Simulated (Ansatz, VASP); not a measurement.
## Ag: VASP beside Ansatz

```
Ag
1.0
     2.86699    0.00000    0.00000
    -1.43350    2.48289    0.00000
     0.00000    0.00000    4.69083
Ag
2
Direct
  0.33333 0.66667 0.25000
  0.66667 0.33333 0.75000
```

Alike in both runs: task single point; functional PBEsol; k mesh 24 × 24 × 12; occupations gaussian, width 0.1 eV; no spin polarisation.

```csv
,VASP,Ansatz
version,VASP 6.6.1,Ansatz 0.2.0
potentials or method,"VASP PAW PBE potentials, release 64 (Ag), cutoff 520 eV","scalar-relativistic, plane waves, PAW"
valence electrons in the cell,22,38
```

|  | VASP | Ansatz | Ansatz less VASP |
| --- | --- | --- | --- |
| gap on the k mesh at the Fermi level (eV) | none | none | - |
| pressure (GPa) | -0.4 | -0.1 | +0.30 |
| traceless stress, the component that is largest in VASP (GPa) | 0.27 | 0.28 | +0.006 |

VASP's potentials were made for PBE, not for PBEsol. A gap of «none» marks a metal or a gap that the smearing closes. The functional is the same, so the differences come from potentials, cutoffs and numerics. VASP's potentials hold 22 valence electrons a cell and Ansatz's 38, so a difference there can come from the potentials and not from the codes.
